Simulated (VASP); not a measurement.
# Al17P16 (a cell with a defect) in VASP: single point with PBE

Aim: the single point of Al17P16 (a cell with a defect) with PBE.

Program: VASP 6.6.1. These are calculated values, not measurements. Logs are shortened: lines on timing, memory, paths and dates and some standing lists are left out, and cuts for length are marked.

### 1 The cell of the first run

The cell holds a defect, 33 atoms: a = 9.539 Å, b = 9.539 Å, c = 9.539 Å, α = 109.47°, β = 109.47°, γ = 109.47°.

### 2 Single point, PBE, collinear spin (with an interstitial atom, then relaxed in part)

Input file INCAR:

```
SYSTEM = Al17P16
  ALGO = Normal
  EDIFF = 1E-6
  ENCUT = 400
  GGA = PE
  GGA_COMPAT = .False.
  ISIF = 2
  ISMEAR = 0
  ISPIN = 2
  LASPH = .True.
  LCHARG = .False.
  LORBIT = 11
  LREAL = Auto
  LWAVE = .False.
  MAGMOM = 0 0 0.091 0 0.091 0.091 0 0 0 0 0 0.091 0 0 0 0 0.091 0.091 0 0.091 0 0.091 0.091 0 0 0 0 0.091 0 0 0 0.091 0
  NBANDS = 92
  NELECT = 129.0
  NELM = 200
  PREC = Accurate
  SIGMA = 0.01
```

Input file KPOINTS:

```
Automatic mesh
0
Gamma
  2 2 2
  0.5 0.5 0.5
```

Input file POSCAR:

```
Al17P16
1.0
    5.5073398859      5.5073398859     -5.5073398859
   -5.5073398859     -5.5073398859     -5.5073398859
   -5.5073398859      5.5073398859      5.5073398859
Al P
17 16
Direct
    0.2516033926      0.0025707950      0.7535757321
    0.5002117691      0.7501480621      0.7478700785
    0.7247453277      0.4758463353      0.7257973511
    0.7524768668      0.0024858558      0.2525158943
   -0.0006571332      1.0244742458      0.0001808931
    0.2738028890      0.7502541289      0.0000086812
    0.5001479313      0.4978611684      0.0001948217
    0.7469204946      0.2509939482      0.0002020083
   -0.0007828527      0.2509834862      0.7479951331
    0.4983462925     -0.0029723106      0.4993101996
    0.7469508597      0.7501530251      0.5011962657
   -0.0008446809      0.7501372471      0.2748493219
    0.2514943394      0.5033120331      0.2524217784
    0.4983284312      0.2493029734      0.2470435635
   -0.0008015366      0.4978443165      0.5011631074
    0.2459999772      0.2492289577      0.4992514149
   -0.0005745665      0.7500000125      0.0005383268
    0.2439974688      0.9948560063      0.0002910857
    0.5147456620      0.7501483246      0.0001961803
    0.7545923413      0.5054345678      0.0002568802
    0.7492068161      0.0001196597      0.5001592931
   -0.0007550482      0.9947705371      0.2448771489
    0.2438710755      0.7501723163      0.2447919528
    0.4992945845      0.5002331330      0.2502309909
    0.7492133343      0.2501892265      0.2502502260
   -0.0007783320      0.2654503743      0.0002547974
    0.4991862847      1.0001314107      0.7501619950
    0.7545701496      0.7501797126      0.7555860637
   -0.0006960972      0.7502179467      0.5158636443
    0.2492154384      0.5001812756      0.5001914128
    0.4838736288      0.2348266014      0.4848384986
   -0.0007758843      0.5054454214      0.7556108170
    0.2492322699      0.2501853968      0.7501904884
```

Potentials or basis: VASP PAW PBE potentials, release 64 (Al, P).

Launch:

```
> cat potpaw_PBE.64/Al/POTCAR potpaw_PBE.64/P/POTCAR > POTCAR
> mpirun -np 1 vasp_std > vasp.out
```

OUTCAR:

```text
SYSTEM = Al17P16
   EDIFF = 1E-6
   ENCUT = 400
   GGA = PE
   ISIF = 2
   ISMEAR = 0
   ISPIN = 2
   LASPH = .True.
   LORBIT = 11
   LREAL = Auto
   NELECT = 129.0
   NELM = 200
   PREC = Accurate

 ion  position               nearest neighbor table
   1  0.252  0.003  0.754-  29 2.36  33 2.38  27 2.38  18 2.40
   2  0.500  0.750  0.748-  19 2.36  30 2.38  27 2.38  28 2.40
   3  0.725  0.476  0.726-  31 2.30  28 2.44  20 2.44  32 2.44  17 2.62
   4  0.752  0.002  0.253-  19 2.36  21 2.38  25 2.38  22 2.40
   5  0.999  0.024  0.000-  26 2.30  18 2.44  28 2.44  22 2.44  17 2.62
   6  0.274  0.750  0.000-  19 2.30  18 2.44  32 2.44  23 2.45  17 2.62
   7  0.500  0.498  0.000-  19 2.36  24 2.38  33 2.38  20 2.40
   8  0.747  0.251  0.000-  26 2.36  27 2.38  25 2.38  20 2.40
   9  0.999  0.251  0.748-  26 2.36  33 2.38  21 2.38  32 2.40
  10  0.498  0.997  0.499-  31 2.36  27 2.38  21 2.38  23 2.40
  11  0.747  0.750  0.501-  29 2.36  24 2.38  21 2.38  28 2.40
  12  0.999  0.750  0.275-  29 2.30  22 2.44  20 2.44  23 2.44  17 2.62
  13  0.251  0.503  0.252-  26 2.36  24 2.38  30 2.38  23 2.40
  14  0.498  0.249  0.247-  31 2.36  25 2.38  24 2.38  18 2.40
  15  0.999  0.498  0.501-  29 2.36  25 2.38  30 2.38  32 2.40
  16  0.246  0.249  0.499-  31 2.36  33 2.38  30 2.38  22 2.40
  17  0.999  0.750  0.001-  12 2.62   6 2.62   3 2.62   5 2.62  23 2.69  20 2.69  32 2.69  22 2.69
                            18 2.70  28 2.70
  18  0.244  0.995  0.000-   1 2.40  14 2.40   6 2.44   5 2.44  17 2.70
  19  0.515  0.750  0.000-   6 2.30   7 2.36   4 2.36   2 2.36
  20  0.755  0.505  0.000-   8 2.40   7 2.40  12 2.44   3 2.44  17 2.69
  21  0.749  0.000  0.500-   4 2.38  10 2.38  11 2.38   9 2.38
  22  0.999  0.995  0.245-  16 2.40   4 2.40   5 2.44  12 2.44  17 2.69
  23  0.244  0.750  0.245-  13 2.40  10 2.40  12 2.44   6 2.45  17 2.69
  24  0.499  0.500  0.250-  11 2.38   7 2.38  14 2.38  13 2.38
  25  0.749  0.250  0.250-  15 2.38  14 2.38   4 2.38   8 2.38
  26  0.999  0.265  0.000-   5 2.30  13 2.36   9 2.36   8 2.36
  27  0.499  0.000  0.750-   1 2.38  10 2.38   8 2.38   2 2.38
  28  0.755  0.750  0.756-   2 2.40  11 2.40   3 2.44   5 2.44  17 2.70
  29  0.999  0.750  0.516-  12 2.30  15 2.36  11 2.36   1 2.36
  30  0.249  0.500  0.500-   2 2.38  15 2.38  16 2.38  13 2.38
  31  0.484  0.235  0.485-   3 2.30  14 2.36  10 2.36  16 2.36
  32  0.999  0.505  0.756-  15 2.40   9 2.40   6 2.44   3 2.44  17 2.69
  33  0.249  0.250  0.750-   7 2.38   1 2.38  16 2.38   9 2.38

  LATTYP: Found a body centered cubic cell.
 ALAT       =    11.0146797718

  Lattice vectors:

 A1 = (   5.5073398859,   5.5073398859,  -5.5073398859)
 A2 = (  -5.5073398859,  -5.5073398859,  -5.5073398859)
 A3 = (  -5.5073398859,   5.5073398859,   5.5073398859)

Analysis of symmetry for initial positions (statically):
=====================================================================
 Subroutine PRICEL returns:
 Original cell was already a primitive cell.

 Routine SETGRP: Setting up the symmetry group for a
 body centered cubic supercell.

 Subroutine GETGRP returns: Found  1 space group operations
 (whereof  1 operations were pure point group operations)
 out of a pool of 48 trial point group operations.

The static configuration has the point symmetry C_1 .

Analysis of symmetry for dynamics (positions and initial velocities):
=====================================================================
 Subroutine PRICEL returns:
 Original cell was already a primitive cell.

 Routine SETGRP: Setting up the symmetry group for a
 body centered cubic supercell.

 Subroutine GETGRP returns: Found  1 space group operations
 (whereof  1 operations were pure point group operations)
 out of a pool of 48 trial point group operations.

The dynamic configuration has the point symmetry C_1 .

Analysis of structural, dynamic, and magnetic symmetry:
=====================================================================
 Subroutine PRICEL returns:
 Original cell was already a primitive cell.

 Routine SETGRP: Setting up the symmetry group for a
 body centered cubic supercell.

 Subroutine GETGRP returns: Found  1 space group operations
 (whereof  1 operations were pure point group operations)
 out of a pool of 48 trial point group operations.

The overall configuration has the point symmetry C_1 .

 Subroutine INISYM returns: Found  1 space group operations
 (whereof  1 operations are pure point group operations),
 and found     1 'primitive' translations
[... 125 lines left out ...]
   NGXF,Y,Z  is equivalent  to a cutoff of  22.31, 22.31, 22.31 a.u.
 SYSTEM =  Al17P16
   PREC   = accura    normal or accurate (medium, high low for compatibility)
   ISTART =      0    job   : 0-new  1-cont  2-samecut
   ICHARG =      2    charge: 1-file 2-atom 10-const
   ISPIN  =      2    spin polarized calculation?
   LNONCOLLINEAR =      F non collinear calculations
   LSORBIT =      F    spin-orbit coupling
   LASPH  =      T    aspherical Exc in radial PAW
   ENCUT  =  400.0 eV  29.40 Ry    5.42 a.u.  15.56 15.56 15.56*2*pi/ulx,y,z
   NELM   =    200;   NELMIN=  2; NELMDL= -5     # of ELM steps
   EDIFF  = 0.1E-05   stopping-criterion for ELM
   LREAL  =      T    real-space projection
   EDIFFG = 0.1E-04   stopping-criterion for IOM
   NSW    =      0    number of steps for IOM
   IBRION =     -1    ionic relax: 0-MD 1-quasi-New 2-CG
   NFREE  =      0    steps in history (QN), initial steepest desc. (CG)
   ISIF   =      2    stress and relaxation
   ISYM   =      2    0-nonsym 1-usesym 2-fastsym
   POTIM  = 0.5000    time-step for ionic-motion
   TEBEG  =    0.0;   TEEND  =   0.0 temperature during run
   PSTRESS=    0.0 pullay stress
   NELECT =     129.0000    total number of electrons
   NUPDOWN=      -1.0000    fix difference up-down
   EMIN   =  10.00;   EMAX   =-10.00  energy-range for DOS
   EFERMI =   0.00;   METHOD = LEGACY
   ISMEAR =     0;   SIGMA  =   0.01  broadening in eV -4-tet -1-fermi 0-gaus
   EFERMI_NEDOS =   21; number of points for ismear=-14 and -15
   IALGO  =     38    algorithm
   IMIX   =      4    mixing-type and parameters
     AMIX     =   0.40;   BMIX     =  1.00
     AMIX_MAG =   1.60;   BMIX_MAG =  1.00
  volume/ion in A,a.u.               =      20.25       136.64
  Fermi-wavevector in a.u.,A,eV,Ry     =   0.946185  1.788031 12.180842  0.895267
  Thomas-Fermi vector in A             =   2.074159
   LORBIT       =     11    0 simple, 1 ext, 2 COOP (PROOUT), +10 PAW based schemes
   GGA     = PE    functional components
   LHFCALC =     F    Hartree Fock is set to
   AEXX    =    0.0000 exact exchange contribution
   IVDW    =     0    specifies the selected vdW correction
   LEPSILON=     F    determine dielectric tensor
   LRPA    =     F    only Hartree local field effects (RPA)
 spin polarized calculation
 Gauss-broadening in eV      SIGMA  =   0.01
  energy-cutoff  :      400.00
  volume of cell :      668.17
 maximum number of plane-waves:     12134
 NGX is ok and might be reduce to    64
   NGX = 31   NGY = 31   NGZ = 31

 number of electron     129.0000018 magnetization       0.4998932

 Free energy of the ion-electron system (eV)
  ---------------------------------------------------
  ext. energy  EPLUGINS =         0.00000000
  ---------------------------------------------------
  free energy    TOTEN  =      -178.42295717 eV

  energy without entropy =     -178.42102929  energy(sigma->0) =     -178.42199323

 E-fermi :   5.6367     XC(G=0):  -9.1789

 val. band max:        5.6338112834   @ k =  -0.2500   0.2500   0.2500
 cond. band min:       5.7256548642   @ k =   0.2500   0.2500  -0.2500
 fundamental gap:      0.0918435809
 Fermi energy:         5.6367259124

 spin component 1

 k-point     1 :       0.2500    0.2500    0.2500
  band No.  band energies     occupation
      1      -6.6674      1.00000
      2      -6.1412      1.00000
      3      -6.1399      1.00000
      4      -6.1397      1.00000
      5      -5.1320      1.00000
      6      -5.1047      1.00000
[... 305 lines left out ...]
     75       8.0905      0.00000
     76       8.1937      0.00000
 Fermi energy:         5.6367259124

 spin component 2

 k-point     1 :       0.2500    0.2500    0.2500
  band No.  band energies     occupation
      1      -6.6411      1.00000
      2      -6.1293      1.00000
      3      -6.1281      1.00000
      4      -6.1279      1.00000
      5      -5.1188      1.00000
      6      -5.0920      1.00000
[... 305 lines left out ...]
     75       8.1238      0.00000
     76       8.2174      0.00000
 [bands above 76 left out]

------------------------ aborting loop because EDIFF is reached ----------------------------------------

  FORCE on cell =-STRESS in cart. coord.  units (eV):
  Direction    XX          YY          ZZ          XY          YZ          ZX
  --------------------------------------------------------------------------------------
  -------------------------------------------------------------------------------------
  Total      -14.4856897    -14.4832885    -14.4857306     -0.0076288     -0.0037497     -0.0099233
  in kB      -34.7347463    -34.7289885    -34.7348442     -0.0182929     -0.0089914     -0.0237947
  external PRESSURE =     -34.7328596 kB  Pullay stress =       0.0000000 kB

 VOLUME and BASIS-vectors are now :
 -----------------------------------------------------------------------------
  energy-cutoff  :      400.00
  volume of cell :      668.17
      direct lattice vectors                 reciprocal lattice vectors
     5.507339886  5.507339886 -5.507339886     0.000000000  0.090787932 -0.090787932
    -5.507339886 -5.507339886 -5.507339886    -0.090787932  0.000000000 -0.090787932
    -5.507339886  5.507339886  5.507339886    -0.090787932  0.090787932  0.000000000

 POSITION                                       TOTAL-FORCE (eV/Angst)
 -----------------------------------------------------------------------------------
     -2.77869      5.52170      2.75037         0.003591     -0.001751     -0.001095
     -5.49526      2.74229     -2.76738        -0.002913     -0.002236      0.002354
     -2.62644      5.36798     -2.61485         0.004903      0.002384      0.001565
      2.73976      5.52115     -2.76715         0.002347     -0.000087     -0.000558
      5.36794      5.36993     -5.63751        -0.005727     -0.004220      0.002369
     -2.62403     -2.62393     -5.63978         0.001007      0.007421      0.007314
[... 25 lines left out ...]
     -1.44200      6.88081     -4.12532         0.003873     -0.001160     -0.000711
     -4.13680      4.12630      1.38109        -0.001168      0.001180      0.001965
 -----------------------------------------------------------------------------------
    total drift:                               -0.002451     -0.002098      0.003274

  FREE ENERGIE OF THE ION-ELECTRON SYSTEM (eV)
  ---------------------------------------------------
  free  energy   TOTEN  =      -178.4229571717 eV

  energy  without entropy=     -178.4210292869  energy(sigma->0) =     -178.42199323

 total charge

# of ion       s       p       d       tot
------------------------------------------
    1        0.391   0.367   0.000   0.758
    2        0.391   0.367   0.000   0.758
    3        0.398   0.364   0.000   0.762
    4        0.391   0.367   0.000   0.758
    5        0.398   0.364   0.000   0.762
    6        0.398   0.364   0.000   0.762
[... 25 lines left out ...]
   32        1.014   1.536   0.000   2.549
   33        1.009   1.562   0.000   2.571
--------------------------------------------------
tot         22.927  31.082   0.000  54.009

 magnetization (x)

# of ion       s       p       d       tot
------------------------------------------
    1        0.000   0.002   0.000   0.002
    2        0.000   0.002   0.000   0.002
    3        0.003   0.000   0.000   0.004
    4        0.000   0.002   0.000   0.002
    5        0.003   0.000   0.000   0.004
    6        0.003   0.000   0.000   0.004
[... 25 lines left out ...]
   32        0.001   0.003   0.000   0.003
   33        0.001   0.001   0.000   0.002
--------------------------------------------------
tot          0.092   0.069   0.000   0.161
```

Wall time 8.4 min (1 thread of Intel Xeon 6975P-C (Granite Rapids), shared host); peak memory 0.85 GiB.

Results:

| Quantity | Value |
| --- | --- |
| Free energy | -178.4230 eV |
| Largest force | 0.010 eV/Å |
| Net moment | 0.50 μB per cell |
| Site moments | Al +0.00, +0.07 (each value once); P +0.00, +0.01 (each value once) μB |
| Valence electrons inside the program's atomic spheres | Al 0.76, 0.75 (each value once); P 2.55, 2.60, 2.57 (each value once) |

Forces on the atoms (eV/Å):
```
Al   0.004 -0.002 -0.001
Al  -0.003 -0.002  0.002
Al   0.005  0.002  0.002
Al   0.002  0.000 -0.001
Al  -0.006 -0.004  0.002
Al   0.001  0.007  0.007
Al   0.002  0.002 -0.001
Al   0.001  0.001 -0.002
Al  -0.001 -0.005 -0.004
Al   0.003 -0.003  0.002
Al  -0.001  0.000 -0.002
Al  -0.003  0.005  0.001
Al  -0.004 -0.001 -0.002
Al   0.000  0.000  0.000
Al  -0.002  0.004 -0.001
Al   0.002  0.000 -0.002
Al   0.002 -0.003 -0.002
P   -0.001 -0.001 -0.006
P   -0.002 -0.003 -0.002
P   -0.002 -0.002  0.001
P   -0.003  0.003  0.001
P   -0.004  0.000  0.001
P    0.000  0.005  0.000
P    0.001 -0.002  0.004
P    0.003  0.000  0.000
P    0.002  0.001  0.002
P   -0.001  0.002  0.000
P    0.002 -0.002 -0.004
P    0.002 -0.003 -0.001
P    0.001  0.000  0.001
P   -0.002 -0.001  0.002
P    0.004 -0.001 -0.001
P   -0.001  0.001  0.002
```

Caveat: the k points lie up to 0.40 Å⁻¹ apart; the cell carries a net charge on a neutralising background, which shifts energy and pressure; the cell differs from its parent crystal (with an interstitial atom, then relaxed in part); the cell is charged against a uniform background, so pressure and absolute levels hang on convention.
